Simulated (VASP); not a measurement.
# Sc (I4/mmm) in VASP: further runs, part 2 of 2

VASP 6.6.1. Earlier steps stand in the parts before.

### 4 Single point, PBE

INCAR

```
PREC = Accurate ; ENCUT = 520
EDIFF = 1E-6 ; ISMEAR = -1
SIGMA = 0.02 ; LREAL = False
LASPH = True ; NELM = 100
ALGO = Normal ; ISIF = 2
LWAVE = False ; LCHARG = False
GGA = PE ; NBANDS = 12
```

KPOINTS

```
regular mesh
0
Gamma
  7 7 7
```

POSCAR

```
Sc
1.0
   -1.9172054859      1.9172054859      1.7176030000
    1.9172054859     -1.9172054859      1.7176030000
    1.9172054859      1.9172054859     -1.7176030000
Sc
1
Direct
    0.0000000000      0.0000000000      0.0000000000
```

Potentials or basis: VASP PAW PBE potentials, release 64 (Sc_sv).

On the command line:

```sh
cat potpaw_PBE.64/Sc_sv/POTCAR > POTCAR
mpirun -np 1 vasp_std > vasp.out
```

OUTCAR:

```text
PREC = Accurate
   ENCUT = 520
   EDIFF = 1E-6
   ISMEAR = -1
   LREAL = False
   LASPH = True
   NELM = 100
   ISIF = 2
   GGA = PE

 ion  position               nearest neighbor table
   1  0.000  0.000  0.000-

  LATTYP: Found a body centered tetragonal cell.
 ALAT       =     3.8344109718
 C/A-ratio  =     0.8958888406

  Lattice vectors:

 A1 = (  -1.9172054859,   1.9172054859,   1.7176030000)
 A2 = (   1.9172054859,  -1.9172054859,   1.7176030000)
 A3 = (   1.9172054859,   1.9172054859,  -1.7176030000)

Analysis of symmetry for initial positions (statically):
=====================================================================
 Subroutine PRICEL returns:
 Original cell was already a primitive cell.

 Routine SETGRP: Setting up the symmetry group for a
 body centered tetragonal supercell.

 Subroutine GETGRP returns: Found 16 space group operations
 (whereof 16 operations were pure point group operations)
 out of a pool of 16 trial point group operations.

The static configuration has the point symmetry D_4h.

Analysis of symmetry for dynamics (positions and initial velocities):
=====================================================================
 Subroutine PRICEL returns:
 Original cell was already a primitive cell.

 Routine SETGRP: Setting up the symmetry group for a
 body centered tetragonal supercell.

 Subroutine GETGRP returns: Found 16 space group operations
 (whereof 16 operations were pure point group operations)
 out of a pool of 16 trial point group operations.

The dynamic configuration has the point symmetry D_4h.

 Subroutine INISYM returns: Found 16 space group operations
 (whereof 16 operations are pure point group operations),
 and found     1 'primitive' translations

----------------------------------------------------------------------------------------

                                     Primitive cell

  volume of cell :      25.2534

  direct lattice vectors                    reciprocal lattice vectors
    -1.917205486  1.917205486  1.717603000     0.000000000  0.260796249  0.291103357
     1.917205486 -1.917205486  1.717603000     0.260796249  0.000000000  0.291103357
     1.917205486  1.917205486 -1.717603000     0.260796249  0.260796249  0.000000000

  length of vectors
     3.209597142  3.209597142  3.209597142     0.390839927  0.390839927  0.368821593

  position of ions in fractional coordinates (direct lattice)
     0.000000000  0.000000000  0.000000000

  ion indices of the primitive-cell ions
   primitive index   ion index
                 1           1

----------------------------------------------------------------------------------------

 KPOINTS: regular mesh

Automatic generation of k-mesh.
 Grid dimensions read from file:
 generate k-points for:    7    7    7

 Generating k-lattice:

  Cartesian coordinates                     Fractional coordinates (reciprocal lattice)
     0.000000000  0.037256607  0.041586194     0.142857143  0.000000000  0.000000000
     0.037256607  0.000000000  0.041586194     0.000000000  0.142857143  0.000000000
     0.037256607  0.037256607  0.000000000     0.000000000  0.000000000  0.142857143

  Length of vectors
     0.055834275  0.055834275  0.052688799

  Shift w.r.t. Gamma in fractional coordinates (k-lattice)
     0.000000000  0.000000000  0.000000000

 Subroutine IBZKPT returns following result:
 ===========================================

 Found     40 irreducible k-points:

 Following reciprocal coordinates:
            Coordinates               Weight
  0.000000  0.000000  0.000000      1.000000
  0.142857  0.000000 -0.000000      8.000000
  0.285714  0.000000 -0.000000      8.000000
  0.428571  0.000000 -0.000000      8.000000
  0.142857  0.142857 -0.000000      8.000000
  0.285714  0.142857  0.000000     16.000000
[... 16 lines left out ...]
 -0.142857  0.285714  0.142857      8.000000
 -0.428571  0.428571  0.142857      8.000000
 [... further k-points ...]
   k-points           NKPTS =     40   k-points in BZ     NKDIM =     40   number of bands    NBANDS=     12
   number of dos      NEDOS =    301   number of ions     NIONS =      1
   total plane-waves  NPLWV =  13824
   dimension x,y,z NGX =    24 NGY =   24 NGZ =   24
   dimension x,y,z NGXF=    48 NGYF=   48 NGZF=   48
   ions per type =               1
   NGX,Y,Z   is equivalent  to a cutoff of  12.43, 12.43, 12.43 a.u.
   NGXF,Y,Z  is equivalent  to a cutoff of  24.86, 24.86, 24.86 a.u.
 SYSTEM =  unknown system
   PREC   = accura    normal or accurate (medium, high low for compatibility)
   ISTART =      0    job   : 0-new  1-cont  2-samecut
   ICHARG =      2    charge: 1-file 2-atom 10-const
   ISPIN  =      1    spin polarized calculation?
   LNONCOLLINEAR =      F non collinear calculations
   LSORBIT =      F    spin-orbit coupling
   LASPH  =      T    aspherical Exc in radial PAW
   ENCUT  =  520.0 eV  38.22 Ry    6.18 a.u.   5.97  5.97  5.97*2*pi/ulx,y,z
   NELM   =    100;   NELMIN=  2; NELMDL= -5     # of ELM steps
   EDIFF  = 0.1E-05   stopping-criterion for ELM
   LREAL  =      F    real-space projection
   EDIFFG = 0.1E-04   stopping-criterion for IOM
   NSW    =      0    number of steps for IOM
   IBRION =     -1    ionic relax: 0-MD 1-quasi-New 2-CG
   NFREE  =      0    steps in history (QN), initial steepest desc. (CG)
   ISIF   =      2    stress and relaxation
   ISYM   =      2    0-nonsym 1-usesym 2-fastsym
   POTIM  = 0.5000    time-step for ionic-motion
   TEBEG  =    0.0;   TEEND  =   0.0 temperature during run
   PSTRESS=    0.0 pullay stress
   NELECT =      11.0000    total number of electrons
   NUPDOWN=      -1.0000    fix difference up-down
   EMIN   =  10.00;   EMAX   =-10.00  energy-range for DOS
   EFERMI =   0.00;   METHOD = LEGACY
   ISMEAR =    -1;   SIGMA  =   0.02  broadening in eV -4-tet -1-fermi 0-gaus
   EFERMI_NEDOS =   21; number of points for ismear=-14 and -15
   IALGO  =     38    algorithm
   IMIX   =      4    mixing-type and parameters
     AMIX     =   0.40;   BMIX     =  1.00
     AMIX_MAG =   1.60;   BMIX_MAG =  1.00
  volume/ion in A,a.u.               =      25.25       170.42
  Fermi-wavevector in a.u.,A,eV,Ry     =   1.240983  2.345117 20.953486  1.540038
  Thomas-Fermi vector in A             =   2.375400
   LORBIT       =      0    0 simple, 1 ext, 2 COOP (PROOUT), +10 PAW based schemes
   GGA     = PE    functional components
   LHFCALC =     F    Hartree Fock is set to
   AEXX    =    0.0000 exact exchange contribution
   IVDW    =     0    specifies the selected vdW correction
   LEPSILON=     F    determine dielectric tensor
   LRPA    =     F    only Hartree local field effects (RPA)
 non-spin polarized calculation
  energy-cutoff  :      520.00
  volume of cell :       25.25
 maximum number of plane-waves:       693
   NGX = 11   NGY = 11   NGZ = 11

 number of electron      11.0000004 magnetization

 Free energy of the ion-electron system (eV)
  ---------------------------------------------------
  ext. energy  EPLUGINS =         0.00000000
  ---------------------------------------------------
  free energy    TOTEN  =        -6.14174475 eV

  energy without entropy =       -6.13890788  energy(sigma->0) =       -6.14032631

 E-fermi :   3.6787     XC(G=0):  -9.7834

 val. band max:        3.6313511164   @ k =   0.2857   0.2857   0.1429
 cond. band min:       3.7026689597   @ k =   0.4286   0.1429   0.0000
 fundamental gap:      0.0713178433
 Fermi energy:         3.6787081326

 k-point     1 :       0.0000    0.0000    0.0000
  band No.  band energies     occupation
      1     -45.9898      2.00000
      2     -24.4209      2.00000
      3     -24.4209      2.00000
      4     -24.3921      2.00000
      5      -1.5371      2.00000
      6       4.6628      0.00000
      7       5.3521      0.00000
      8       5.3521      0.00000
      9       5.9877      0.00000
     10       6.7603      0.00000
     11      17.0444      0.00000
     12      17.0444      0.00000

 k-point     2 :       0.1429    0.0000   -0.0000
  band No.  band energies     occupation
      1     -45.9784      2.00000
      2     -24.4780      2.00000
      3     -24.4440      2.00000
      4     -24.4100      2.00000
      5      -0.9899      2.00000
      6       4.6299      0.00000
      7       5.1240      0.00000
      8       5.4789      0.00000
      9       6.0906      0.00000
     10       6.5666      0.00000
     11      16.7666      0.00000
     12      17.3188      0.00000
[... 316 lines left out ...]
 k-point    24 :      -0.4286    0.4286    0.1429
  band No.  band energies     occupation
      1     -45.9318      2.00000
      2     -24.7497      2.00000
      3     -24.5012      2.00000
      4     -24.4627      2.00000
      5       1.9533      2.00000
      6       3.4640      1.99996
      7       4.9199      0.00000
      8       5.5250      0.00000
      9       6.8849      0.00000
     10       7.4208      0.00000
     11      10.4555      0.00000
     12      15.6639      0.00000

 [... further k-points ...]
[... 5 lines left out ...]
  --------------------------------------------------------------------------------------
  -------------------------------------------------------------------------------------
  Total       -0.2078783     -0.2078783     -0.0045530      0.0000000     -0.0000000     -0.0000000
  in kB      -13.1886281    -13.1886281     -0.2888616      0.0000000     -0.0000000     -0.0000000
  external PRESSURE =      -8.8887059 kB  Pullay stress =       0.0000000 kB

 VOLUME and BASIS-vectors are now :
 -----------------------------------------------------------------------------
  energy-cutoff  :      520.00
  volume of cell :       25.25
      direct lattice vectors                 reciprocal lattice vectors
    -1.917205486  1.917205486  1.717603000     0.000000000  0.260796249  0.291103357
     1.917205486 -1.917205486  1.717603000     0.260796249  0.000000000  0.291103357
     1.917205486  1.917205486 -1.717603000     0.260796249  0.260796249  0.000000000

 POSITION                                       TOTAL-FORCE (eV/Angst)
 -----------------------------------------------------------------------------------
      0.00000      0.00000      0.00000        -0.000000      0.000000      0.000000
 -----------------------------------------------------------------------------------
    total drift:                               -0.000000      0.000000      0.000000

  FREE ENERGIE OF THE ION-ELECTRON SYSTEM (eV)
  ---------------------------------------------------
  free  energy   TOTEN  =        -6.1417447460 eV

  energy  without entropy=       -6.1389078773  energy(sigma->0) =       -6.14032631
```

OSZICAR:

```text
N       E                     dE             d eps       ncg     rms          rms(c)
DAV:   1     0.731262951735E+02    0.73126E+02   -0.50439E+03   960   0.884E+02
DAV:   2    -0.548619682931E+01   -0.78612E+02   -0.77232E+02   960   0.281E+02
DAV:   3    -0.688839054081E+01   -0.14022E+01   -0.13871E+01  1316   0.513E+01
DAV:   4    -0.690935926932E+01   -0.20969E-01   -0.20960E-01  1160   0.475E+00
DAV:   5    -0.690976286483E+01   -0.40360E-03   -0.40359E-03  1260   0.658E-01    0.524E+00
DAV:   6    -0.622735518337E+01    0.68241E+00   -0.10815E+00  1452   0.144E+01    0.153E+00
DAV:   7    -0.614771227231E+01    0.79643E-01   -0.17967E-01  1508   0.560E+00    0.623E-01
DAV:   8    -0.614233763031E+01    0.53746E-02   -0.14627E-02  1072   0.178E+00    0.162E-01
DAV:   9    -0.614174455581E+01    0.59307E-03   -0.21987E-03  1388   0.695E-01    0.256E-02
DAV:  10    -0.614174562597E+01   -0.10702E-05   -0.51526E-05  1464   0.891E-02    0.637E-03
DAV:  11    -0.614174437228E+01    0.12537E-05   -0.24097E-06  1460   0.228E-02    0.105E-03
DAV:  12    -0.614174474600E+01   -0.37372E-06   -0.49873E-08   528   0.324E-03
   1 F= -.61417447E+01 E0= -.61403263E+01  d E =-.283687E-02
```

It took 22 s on 1 thread of AMD EPYC 7R13, shared host; peak memory 0.11 GiB.

Results:

| Quantity | Value |
| --- | --- |
| Free energy | -6.1417 eV |
| Pressure | -0.9 GPa |

Levels at points of the mesh, in eV from the Fermi level:
| k point | band 3 | band 4 | band 5 | band 6 | band 7 | band 8 |
| --- | --- | --- | --- | --- | --- | --- |
| (0.00, 0.00, 0.00) | -28.10 | -28.07 | -5.22 | 0.98 | 1.67 | 1.67 |
